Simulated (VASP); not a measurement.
Wanted: the native input for a VASP 6.6.1 run.

```yaml
Task: single point
Functional: PBEsol
Potentials_or_basis: VASP PAW PBE potentials, release 64 (Al)
Cutoff: 520 eV
k_mesh: 3 × 3 × 1
Occupations: gaussian, width 0.15 eV
Spin: no spin polarisation
Dipole_correction: no
Further_INCAR_settings: ALGO = Normal; EDIFF = 1e-07; NBANDS = 32
```

The structure of Al lies in POSCAR:

```
Al
1.0
    5.7275650000      0.0000000000      0.0000000000
    2.8637820000      4.9602170000      0.0000000000
    0.0000000000      0.0000000000     17.6765370000
Al
13
Direct
    0.1666666208      0.1666667003      0.0565721668
    0.6666667081      0.1666667003      0.0565721668
    0.1666666712      0.6666665995      0.0565721668
    0.6666667585      0.6666665995      0.0565721668
   -0.1666666712      0.3333334005      0.1893973916
    0.3329436147      0.3341130035      0.1877732612
   -0.1658870543      0.8329435990      0.1877732612
    0.3329436006      0.8329435990      0.1877732612
   -0.0029587410      0.0059174830      0.3192426775
    0.5000000873      0.0000000000      0.3278742324
   -0.0029586915      0.4970413593      0.3192426775
    0.5059174190      0.4970413593      0.3192426775
    0.1666666712      0.6666665995      0.4386837196
```

These files were run (other wordings do the same):

INCAR

```
SYSTEM = Al
ALGO = Normal ; EDIFF = 1E-7
ENCUT = 520 ; GGA = PS
ISIF = 2 ; ISMEAR = 0
LASPH = .True. ; LCHARG = .False.
LREAL = .False. ; LWAVE = .False.
NBANDS = 32 ; NELM = 80
PREC = Accurate ; SIGMA = 0.15
```

KPOINTS

```
k-points
0
Gamma
  3 3 1
  0 0 0
```

Potentials or basis: VASP PAW PBE potentials, release 64 (Al).

Command:

```console
$ cat potpaw_PBE.64/Al/POTCAR > POTCAR
$ mpirun -np 1 vasp_std > vasp.out
```

It gave:

```json
{
  "Largest force": "0.163 eV/Å",
  "Band gap on the k mesh": "zero (an odd number of electrons rules out a gap without spin polarisation)"
}
```

Caveat: the k points lie up to 0.42 Å⁻¹ apart, too coarse for converged energies and pressures of a metal; there is no dipole correction, which matters where the two faces differ; the PAW data sets were made with another functional, which shifts forces and pressure a little.

Run time: 93 s on 1 thread of AMD EPYC 9R45 (Zen 5) (shared host), peak memory 0.56 GiB.
